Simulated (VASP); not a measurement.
# Ag: single point with revPBE

The system is Ag.

```
Ag
1.0
     0.00000    2.04275    2.04275
     2.04275    0.00000    2.04275
     2.04275    2.04275    0.00000
Ag
1
Direct
  0.00000 0.00000 0.00000
```

* Program: VASP 6.6.1
* Task: single point
* Functional: revPBE
* Potentials or basis: VASP PAW PBE potentials, release 64 (Ag)
* Cutoff: 520 eV
* k mesh: 6 × 6 × 6
* Occupations: fermi-dirac, width 0.05 eV
* Spin: no spin polarisation
* Dipole correction: no
* Further INCAR settings: ALGO = Fast; EDIFF = 1e-06; NBANDS = 12

| Quantity | Value |
| --- | --- |
| Pressure | 8.3 GPa |

Levels at points of the mesh, in eV from the Fermi level:
| k point | band 4 | band 5 | band 6 | band 7 | band 8 | band 9 |
| --- | --- | --- | --- | --- | --- | --- |
| (0.00, 0.00, 0.00) | -4.66 | -3.63 | -3.63 | 16.18 | 19.78 | 19.78 |
| (0.50, 0.00, 0.00) | -2.84 | -2.84 | -0.22 | 3.79 | 15.41 | 18.08 |
| (0.50, 0.50, 0.00) | -2.63 | -2.63 | 1.79 | 6.92 | 10.86 | 10.86 |

Run time: 4.4 s on 1 thread of Intel(R) Xeon(R) Platinum 8488C (Sapphire Rapids), on a shared host, peak memory 0.13 GiB.

Caveat: the k points lie up to 0.44 Å⁻¹ apart; the PAW data sets were made with another functional, which shifts forces and pressure a little.
